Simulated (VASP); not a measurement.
**Sb: single point with LDA**

The system is Sb.

```
CELL_PARAMETERS angstrom
3.08334 0.00000 0.00000
0.00000 3.08334 0.00000
0.00000 0.00000 3.08334
ATOMIC_POSITIONS crystal
Sb 0.00000 0.00000 0.00000
```

- Program: VASP 6.6.1
- Task: single point
- Functional: LDA
- Potentials or basis: VASP PAW LDA potentials, release 64 (Sb)
- Cutoff: 520 eV
- k mesh: 12 × 12 × 12
- Occupations: fermi-dirac, width 0.05 eV
- Spin: no spin polarisation
- Dipole correction: no
- Further INCAR settings: ALGO = Normal; EDIFF = 1e-07; NBANDS = 8

```json
{"Pressure": "-2.2 GPa"}
```

Levels at points of the mesh, in eV from the Fermi level:
| k point | band 1 | band 2 | band 3 | band 4 | band 5 | band 6 |
| --- | --- | --- | --- | --- | --- | --- |
| (0.00, 0.00, 0.00) | -12.62 | 3.19 | 3.19 | 3.19 | 6.83 | 6.83 |
| (0.50, 0.00, 0.00) | -10.15 | -5.76 | 5.23 | 5.23 | 8.83 | 10.53 |
| (0.50, 0.50, 0.00) | -7.54 | -3.68 | -3.68 | 2.05 | 7.30 | 12.50 |
| (0.50, 0.50, 0.50) | -4.62 | -1.73 | -1.73 | -1.73 | 4.74 | 4.74 |

Run time: 3.8 s on 1 thread of Intel(R) Xeon(R) 6975P-C (Granite Rapids), on a shared host, peak memory 0.13 GiB.

Caveat: spin-orbit coupling is left out, which moves the levels of the heavy elements.
